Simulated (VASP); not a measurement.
# MnS (F-43m) in VASP: notebook, part 2 of 2

VASP 6.6.1. Earlier steps stand in the parts before.

## 5. Single point, PBEsol+U, collinear spin, ferromagnetic start

Input file POSCAR:

```
MnS
1.0
    0.0000000000      2.4734634191      2.4734634191
    2.4734634191      0.0000000000      2.4734634191
    2.4734634191      2.4734634191      0.0000000000
Mn S
1 1
Direct
    0.0000000000      0.0000000000      0.0000000000
    0.7500000000      0.7500000000      0.7500000000
```

Input file INCAR.step1:

```
SYSTEM = MnS
PREC = Accurate
ENCUT = 520
EDIFF = 1E-6
ISMEAR = -1
SIGMA = 0.05
LREAL = .FALSE.
LASPH = .TRUE.
NELM = 150
ALGO = Normal
ISIF = 2
LWAVE = .FALSE.
LCHARG = .TRUE.
ISPIN = 2
MAGMOM = 4 0
LMAXMIX = 4
LDAU = .TRUE.
LDAUTYPE = 2
LDAUL = 2 -1
LDAUU = 6 0
LDAUJ = 0 0
LDAUPRINT = 1
GGA = PS
NBANDS = 20
```

Input file KPOINTS.step1:

```
Automatic mesh
0
G
  9 9 9
  0 0 0
```

Input file INCAR.step2:

```
SYSTEM = MnS
PREC = Accurate
ENCUT = 520
EDIFF = 1E-6
ISMEAR = -5
SIGMA = 0.05
LREAL = .FALSE.
LASPH = .TRUE.
NELM = 150
ALGO = Normal
ISIF = 2
LWAVE = .FALSE.
LCHARG = .FALSE.
ISPIN = 2
MAGMOM = 4 0
LORBIT = 11
LMAXMIX = 4
LDAU = .TRUE.
LDAUTYPE = 2
LDAUL = 2 -1
LDAUU = 6 0
LDAUJ = 0 0
LDAUPRINT = 1
GGA = PS
NBANDS = 20
NEDOS = 1001
ICHARG = 11
```

Input file KPOINTS.step2:

```
Automatic mesh
0
G
  14 14 14
  0 0 0
```

Started as:

```sh
> cat potpaw_PBE.64/Mn_pv/POTCAR potpaw_PBE.64/S/POTCAR > POTCAR
> cp INCAR.step1 INCAR
> cp KPOINTS.step1 KPOINTS
> mpirun -np 1 vasp_std > vasp.out
> cp INCAR.step2 INCAR
> cp KPOINTS.step2 KPOINTS
> mpirun -np 1 vasp_std > vasp.out
```

Run time: 2.7 min. Hardware: 1 thread of Intel Xeon Platinum 8259CL at 2.50GHz (Skylake/Cascade Lake), shared host; peak memory 0.24 GiB.

The run converged. Its results:

```
Net moment                                            : 4.71 μB per cell
Site moments                                          : Mn +4.39; S +0.02 μB
Valence electrons inside the program's atomic spheres : Mn 11.89; S 3.98
```

Levels at points of the mesh, in eV from the Fermi level:
Spin up:
| k point | band 10 | band 11 | band 12 | band 13 | band 14 | band 15 |
| --- | --- | --- | --- | --- | --- | --- |
| (0.00, 0.00, 0.00) | 0.87 | 0.87 | 0.87 | 2.67 | 6.54 | 6.54 |
| (0.50, 0.00, 0.00) | -5.15 | -0.76 | -0.76 | 4.10 | 6.79 | 6.79 |
| (0.50, 0.50, 0.00) | -4.27 | -3.22 | -3.22 | 2.86 | 4.67 | 12.41 |
Spin down:
```tsv
k point	band 4	band 5	band 6	band 7	band 8	band 9	band 10	band 11
(0.00, 0.00, 0.00)	-15.54	-3.86	-3.86	-3.86	2.49	2.49	3.28	5.79
(0.50, 0.00, 0.00)	-14.09	-7.02	-3.74	-3.74	2.02	2.67	2.67	3.82
(0.50, 0.50, 0.00)	-13.60	-6.76	-4.01	-4.01	-0.67	1.92	3.00	3.00
```

Eigenvalues of the final occupation matrices:
| site | spin | trace | eigenvalues |
| --- | --- | --- | --- |
| site 1 d | 1 | 4.67 | 0.93 0.93 0.93 0.93 0.93 |
| site 1 d | 2 | 0.44 | 0.03 0.03 0.12 0.12 0.12 |

Caveat: the PAW data sets were made with another functional, which shifts forces and pressure a little; a cell with one magnetic atom can't hold antiferromagnetic order, which such compounds often take. The state reached can hang on the start; a lower one may exist.

## 6. Single point, PBEsol+U, collinear spin, ferromagnetic start

POSCAR is that of step 5.

Input file INCAR.step1:

```
ALGO     = Normal         # electronic algorithm
EDIFF    = 1E-6           # SCF threshold, eV
ENCUT    = 520            # plane-wave cutoff, eV
GGA      = PS             # functional
ISIF     = 2              # what is computed and relaxed
ISMEAR   = -1             # smearing method
ISPIN    = 2              # spin polarisation
LASPH    = True           # aspherical terms in the spheres
LCHARG   = True           # write CHGCAR
LDAU     = True           # DFT+U
LDAUJ    = 0 0          
LDAUL    = 2 -1           # shell
LDAUPRINT= 1            
LDAUTYPE = 2            
LDAUU    = 8 0            # U, eV
LMAXMIX  = 4              # l up to which the mixer works
LREAL    = False          # projectors in reciprocal space
LWAVE    = False          # write WAVECAR
MAGMOM   = 4 0            # initial moments
NBANDS   = 20             # bands
NELM     = 150            # most SCF steps
PREC     = Accurate       # precision mode
SIGMA    = 0.05           # smearing width, eV
```

Input file KPOINTS.step1:

```
k-points
0
Gamma
  9 9 9
```

Input file INCAR.step2:

```
ALGO     = Normal         # electronic algorithm
EDIFF    = 1E-6           # SCF threshold, eV
ENCUT    = 520            # plane-wave cutoff, eV
GGA      = PS             # functional
ICHARG   = 11             # starting density
ISIF     = 2              # what is computed and relaxed
ISMEAR   = -5             # smearing method
ISPIN    = 2              # spin polarisation
LASPH    = True           # aspherical terms in the spheres
LCHARG   = False          # write CHGCAR
LDAU     = True           # DFT+U
LDAUJ    = 0 0          
LDAUL    = 2 -1           # shell
LDAUPRINT= 1            
LDAUTYPE = 2            
LDAUU    = 8 0            # U, eV
LMAXMIX  = 4              # l up to which the mixer works
LORBIT   = 11             # projections on sites
LREAL    = False          # projectors in reciprocal space
LWAVE    = False          # write WAVECAR
MAGMOM   = 4 0            # initial moments
NBANDS   = 20             # bands
NEDOS    = 2001           # points of the DOS
NELM     = 150            # most SCF steps
PREC     = Accurate       # precision mode
SIGMA    = 0.05           # smearing width, eV
```

Input file KPOINTS.step2:

```
k-points
0
Gamma
  14 14 14
```

Potentials or basis: VASP PAW PBE potentials, release 64 (Mn_pv, S).

Started as:

```sh
> cat potpaw_PBE.64/Mn_pv/POTCAR potpaw_PBE.64/S/POTCAR > POTCAR
> cp INCAR.step1 INCAR
> cp KPOINTS.step1 KPOINTS
> mpirun -np 1 vasp_std > vasp.out
> cp INCAR.step2 INCAR
> cp KPOINTS.step2 KPOINTS
> mpirun -np 1 vasp_std > vasp.out
```

OUTCAR:

```text
EDIFF = 1E-6
   ENCUT = 520
   GGA = PS
   ICHARG = 11
   ISIF = 2
   ISMEAR = -5
   ISPIN = 2
   LASPH = True
   LORBIT = 11
   LREAL = False
   NELM = 150
   PREC = Accurate

 ion  position               nearest neighbor table
   1  0.000  0.000  0.000-   2 2.14   2 2.14   2 2.14   2 2.14
   2  0.750  0.750  0.750-   1 2.14   1 2.14   1 2.14   1 2.14

  LATTYP: Found a face centered cubic cell.
 ALAT       =     4.9469268382

  Lattice vectors:

 A1 = (   0.0000000000,   2.4734634191,   2.4734634191)
 A2 = (   2.4734634191,   0.0000000000,   2.4734634191)
 A3 = (   2.4734634191,   2.4734634191,   0.0000000000)

Analysis of symmetry for initial positions (statically):
=====================================================================
 Subroutine PRICEL returns:
 Original cell was already a primitive cell.

 Routine SETGRP: Setting up the symmetry group for a
 face centered cubic supercell.

 Subroutine GETGRP returns: Found 24 space group operations
 (whereof 24 operations were pure point group operations)
 out of a pool of 48 trial point group operations.

The static configuration has the point symmetry T_d .

Analysis of symmetry for dynamics (positions and initial velocities):
=====================================================================
 Subroutine PRICEL returns:
 Original cell was already a primitive cell.

 Routine SETGRP: Setting up the symmetry group for a
 face centered cubic supercell.

 Subroutine GETGRP returns: Found 24 space group operations
 (whereof 24 operations were pure point group operations)
 out of a pool of 48 trial point group operations.

The dynamic configuration has the point symmetry T_d .

Analysis of structural, dynamic, and magnetic symmetry:
=====================================================================
 Subroutine PRICEL returns:
 Original cell was already a primitive cell.

 Routine SETGRP: Setting up the symmetry group for a
 face centered cubic supercell.

 Subroutine GETGRP returns: Found 24 space group operations
 (whereof 24 operations were pure point group operations)
 out of a pool of 48 trial point group operations.

The overall configuration has the point symmetry T_d .

 Subroutine INISYM returns: Found 24 space group operations
 (whereof 24 operations are pure point group operations),
 and found     1 'primitive' translations

----------------------------------------------------------------------------------------

                                     Primitive cell

  volume of cell :      30.2654

  direct lattice vectors                    reciprocal lattice vectors
     0.000000000  2.473463419  2.473463419    -0.202145702  0.202145702  0.202145702
     2.473463419  0.000000000  2.473463419     0.202145702 -0.202145702  0.202145702
     2.473463419  2.473463419  0.000000000     0.202145702  0.202145702 -0.202145702

  length of vectors
[... 116 lines left out ...]
   IVDW    =     0    specifies the selected vdW correction
   LEPSILON=     F    determine dielectric tensor
   LRPA    =     F    only Hartree local field effects (RPA)
 spin polarized calculation
 Fermi weights with tetrahedron method with Bloechl corrections
  energy-cutoff  :      520.00
  volume of cell :       30.27
 maximum number of plane-waves:       869
 NGX is ok and might be reduce to    28

atom =   1  type =  1  l = 2

 onsite density matrix

spin component  1

  0.9547  0.0000 -0.0000  0.0000  0.0000
  0.0000  0.9547  0.0000  0.0000 -0.0000
 -0.0000  0.0000  0.9443 -0.0000 -0.0000
  0.0000  0.0000 -0.0000  0.9547  0.0000
  0.0000 -0.0000 -0.0000  0.0000  0.9443

spin component  2

  0.0937 -0.0000 -0.0000 -0.0000 -0.0000
 -0.0000  0.0937  0.0000 -0.0000 -0.0000
 -0.0000  0.0000  0.0285  0.0000 -0.0000
 -0.0000 -0.0000  0.0000  0.0937 -0.0000
 -0.0000 -0.0000 -0.0000 -0.0000  0.0285

 occupancies and eigenvectors

  o =  0.0285  v =  0.0000  0.0000  0.0000  0.0000  0.0000 -0.0000  0.0000 -1.0000 -0.0000 -0.0000      0.0000  0.0000  0.0000  0.0000  0.0000  0.0000  0.0000  0.0000  0.0000  0.0000
  o =  0.0285  v =  0.0000  0.0000  0.0000  0.0000  0.0000  0.0000  0.0000 -0.0000  0.0000  1.0000      0.0000  0.0000  0.0000  0.0000  0.0000  0.0000  0.0000  0.0000  0.0000  0.0000
  o =  0.0937  v =  0.0000  0.0000  0.0000  0.0000  0.0000  1.0000  0.0000 -0.0000  0.0000 -0.0000      0.0000  0.0000  0.0000  0.0000  0.0000  0.0000  0.0000  0.0000  0.0000  0.0000
  o =  0.0937  v =  0.0000  0.0000  0.0000  0.0000  0.0000 -0.0000  0.8715  0.0000  0.4904 -0.0000      0.0000  0.0000  0.0000  0.0000  0.0000  0.0000  0.0000  0.0000  0.0000  0.0000
  o =  0.0937  v =  0.0000  0.0000  0.0000  0.0000  0.0000 -0.0000  0.4904  0.0000 -0.8715 -0.0000      0.0000  0.0000  0.0000  0.0000  0.0000  0.0000  0.0000  0.0000  0.0000  0.0000
  o =  0.9443  v =  0.0000 -0.0000 -0.0000  0.0000 -1.0000  0.0000  0.0000  0.0000  0.0000  0.0000      0.0000  0.0000  0.0000  0.0000  0.0000  0.0000  0.0000  0.0000  0.0000  0.0000
  o =  0.9443  v =  0.0000  0.0000  1.0000 -0.0000 -0.0000  0.0000  0.0000  0.0000  0.0000  0.0000      0.0000  0.0000  0.0000  0.0000  0.0000  0.0000  0.0000  0.0000  0.0000  0.0000
  o =  0.9547  v =  0.0000  0.9931 -0.0000  0.1175 -0.0000  0.0000  0.0000  0.0000  0.0000  0.0000      0.0000  0.0000  0.0000  0.0000  0.0000  0.0000  0.0000  0.0000  0.0000  0.0000
  o =  0.9547  v =  0.0000 -0.1175  0.0000  0.9931  0.0000  0.0000  0.0000  0.0000  0.0000  0.0000      0.0000  0.0000  0.0000  0.0000  0.0000  0.0000  0.0000  0.0000  0.0000  0.0000
  o =  0.9547  v =  1.0000  0.0000  0.0000  0.0000  0.0000  0.0000  0.0000  0.0000  0.0000  0.0000      0.0000  0.0000  0.0000  0.0000  0.0000  0.0000  0.0000  0.0000  0.0000  0.0000

 number of electron      18.9999986 magnetization       4.9159946

 Free energy of the ion-electron system (eV)
  ---------------------------------------------------
  ext. energy  EPLUGINS =         0.00000000
  ---------------------------------------------------
  free energy    TOTEN  =       -10.36700927 eV

  energy without entropy =      -10.36700927  energy(sigma->0) =      -10.36700927

 E-fermi :   8.4802     XC(G=0): -11.2831

 val. band max:        8.5869070835   @ k =   0.1429   0.0000   0.0000
 cond. band min:       8.4672262453   @ k =  -0.4286   0.4286   0.0714
 fundamental gap:     -0.1196808382
 Fermi energy:         8.4802202888

 spin component 1

 k-point     1 :       0.0000    0.0000    0.0000
  band No.  band energies     occupation
      1     -42.3578      1.00000
      2     -42.3578      1.00000
      3     -42.3578      1.00000
      4      -7.5521      1.00000
      5      -0.3605      1.00000
      6      -0.3605      1.00000
[... 1097 lines left out ...]
     19      24.4813      0.00000
     20      27.5558      0.00000

 [... further k-points ...]

------------------------ aborting loop because EDIFF is reached ----------------------------------------

  FORCE on cell =-STRESS in cart. coord.  units (eV):
  Direction    XX          YY          ZZ          XY          YZ          ZX
  --------------------------------------------------------------------------------------
  -------------------------------------------------------------------------------------
  Total       12.2238314     12.2238314     12.2238314      0.0000000      0.0000000      0.0000000
  in kB      647.1000926    647.1000926    647.1000926      0.0000000      0.0000000      0.0000000
  external PRESSURE =     647.1000926 kB  Pullay stress =       0.0000000 kB

 VOLUME and BASIS-vectors are now :
 -----------------------------------------------------------------------------
  energy-cutoff  :      520.00
  volume of cell :       30.27
      direct lattice vectors                 reciprocal lattice vectors
     0.000000000  2.473463419  2.473463419    -0.202145702  0.202145702  0.202145702
     2.473463419  0.000000000  2.473463419     0.202145702 -0.202145702  0.202145702
     2.473463419  2.473463419  0.000000000     0.202145702  0.202145702 -0.202145702

 POSITION                                       TOTAL-FORCE (eV/Angst)
 -----------------------------------------------------------------------------------
      0.00000      0.00000      0.00000        -0.000000     -0.000000     -0.000000
      3.71020      3.71020      3.71020         0.000000      0.000000      0.000000
 -----------------------------------------------------------------------------------
    total drift:                               -0.000000     -0.000000     -0.000001

  FREE ENERGIE OF THE ION-ELECTRON SYSTEM (eV)
  ---------------------------------------------------
  free  energy   TOTEN  =       -10.3670092684 eV

  energy  without entropy=      -10.3670092684  energy(sigma->0) =      -10.36700927

 total charge

# of ion       s       p       d       tot
------------------------------------------
    1        0.381   6.448   5.061  11.889
    2        1.325   2.687   0.000   4.012
--------------------------------------------------
tot          1.706   9.134   5.061  15.901

 magnetization (x)

# of ion       s       p       d       tot
------------------------------------------
    1        0.052   0.107   4.405   4.564
    2       -0.001   0.028   0.000   0.027
--------------------------------------------------
tot          0.051   0.135   4.405   4.592
```

Run time: 2.9 min. Hardware: 1 thread of Intel Xeon Platinum 8259CL at 2.50GHz (Skylake/Cascade Lake), shared host; peak memory 0.23 GiB.

What came out:

- Net moment: 4.92 μB per cell
- Site moments: Mn +4.56; S +0.03 μB
- Valence electrons inside the program's atomic spheres: Mn 11.89; S 4.01

Levels at points of the mesh, in eV from the Fermi level:
Spin up:
```tsv
k point	band 8	band 9	band 10	band 11	band 12	band 13	band 14	band 15	band 16	band 17
(0.00, 0.00, 0.00)	-7.04	-7.04	0.42	0.42	0.42	2.50	6.39	6.39	6.39	11.27
(0.50, 0.00, 0.00)	-6.89	-6.89	-6.18	-1.12	-1.12	3.92	6.50	6.50	8.18	13.25
(0.50, 0.50, 0.00)	-6.71	-6.68	-4.89	-3.55	-3.55	2.39	4.38	12.29	12.78	14.00
```
Spin down:
```csv
k point,band 3,band 4,band 5,band 6,band 7,band 8,band 9,band 10,band 11,band 12
"(0.00, 0.00, 0.00)",-46.17,-15.59,-3.64,-3.64,-3.64,3.17,3.17,3.21,6.28,6.28
"(0.50, 0.00, 0.00)",-46.18,-14.09,-7.10,-3.60,-3.60,2.54,3.26,3.26,4.39,4.39
"(0.50, 0.50, 0.00)",-46.18,-13.58,-6.79,-4.01,-4.01,-0.44,2.21,3.80,3.80,4.50
```

Eigenvalues of the final occupation matrices:
| site | spin | trace | eigenvalues |
| --- | --- | --- | --- |
| site 1 d | 1 | 4.75 | 0.94 0.94 0.95 0.95 0.95 |
| site 1 d | 2 | 0.34 | 0.03 0.03 0.09 0.09 0.09 |

Caveat: the PAW data sets were made with another functional, which shifts forces and pressure a little; a cell with one magnetic atom can't hold antiferromagnetic order, which such compounds often take. The state reached can hang on the start; a lower one may exist.

## 7. The runs side by side

```csv
level,U,smearing,k mesh for the DOS,occupations for the DOS,gap on the mesh (eV),pressure (GPa),moment (μB)
PBEsol+D4+U,Mn d U = 4.5 eV,fermi-dirac 0.1 eV,-,-,none,45.9,4.47
PBEsol+U,Mn d U = 2.0 eV,fermi-dirac 0.05 eV,-,-,none,33.2,3.86
PBEsol+U,Mn d U = 4.0 eV,fermi-dirac 0.05 eV,-,-,none,44.8,4.32
PBEsol+U,Mn d U = 6.0 eV,fermi-dirac 0.05 eV,14 × 14 × 14,tetrahedron,-,-,4.71
PBEsol+U,Mn d U = 8.0 eV,fermi-dirac 0.05 eV,14 × 14 × 14,tetrahedron,-,-,4.92
```

Alike in all rows: task single point; potentials or basis VASP PAW PBE potentials, release 64 (Mn_pv, S); spin collinear, ferromagnetic start; cell as given; k mesh 9 × 9 × 9; cutoff (eV) 520.

The pressure there spans 33.2 GPa (PBEsol+U) to 45.9 GPa (PBEsol+D4+U); a positive pressure means that this level wants a larger cell, a negative one a smaller.

Caveats: the PAW data sets were made with another functional, which shifts forces and pressure a little; a cell with one magnetic atom can't hold antiferromagnetic order, which such compounds often take; the cell stands under pressure (at least some runs).

Total energies depend on the potentials used, so only differences within one code and one set of settings carry meaning.

The gap in the log of VASP goes by the Fermi energy; the results here count the filled bands.